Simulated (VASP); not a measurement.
Set up this calculation in VASP 6.6.1, as the native input.

```yaml
Task: single point
Functional: PBEsol
Potentials_or_basis: VASP PAW PBE potentials, release 64 (Cs_sv)
Cutoff: 520 eV
k_mesh: 12 × 12 × 12
Occupations: gaussian, width 0.15 eV
Spin: no spin polarisation
Dipole_correction: no
Further_INCAR_settings: ALGO = Fast; EDIFF = 1e-06; NBANDS = 10
```

The structure of Cs lies in POSCAR:

```
Cs
1.0
   -3.1736250000      3.1736250000      3.0225000000
    3.1736250000     -3.1736250000      3.0225000000
    3.1736250000      3.1736250000     -3.0225000000
Cs
1
Direct
    0.0000000000      0.0000000000      0.0000000000
```

This cell differs from its parent crystal: strain +0.050 along x and y, +0.000 along z.

The input as run:

INCAR

```
SYSTEM = Cs
PREC = Accurate ; ENCUT = 520
EDIFF = 1E-6 ; ISMEAR = 0
SIGMA = 0.15 ; LREAL = .FALSE.
LASPH = .TRUE. ; NELM = 60
ALGO = Fast ; ISIF = 2
LWAVE = .FALSE. ; LCHARG = .TRUE.
GGA = PS ; LELF = .TRUE.
LVHAR = .TRUE. ; NBANDS = 10
```

KPOINTS

```
regular mesh
0
G
  12 12 12
  0 0 0
```

Potentials or basis: VASP PAW PBE potentials, release 64 (Cs_sv).

Run with:

```bash
$ cat potpaw_PBE.64/Cs_sv/POTCAR > POTCAR
$ mpirun -np 1 vasp_std > vasp.out
```

Results of the run:

```json
{"Pressure": "-0.2 GPa", "Band gap on the k mesh": "zero (an odd number of electrons rules out a gap without spin polarisation)"}
```

Caveat: the cell differs from its parent crystal (strain +0.050 along x and y, +0.000 along z); the PAW data sets were made with another functional, which shifts forces and pressure a little; spin-orbit coupling is left out, which moves the levels of the heavy elements.

It took 3.4 min on 1 thread of Oxide Virtual Turin-like Processor, with other jobs on the host, peak memory 0.33 GiB.
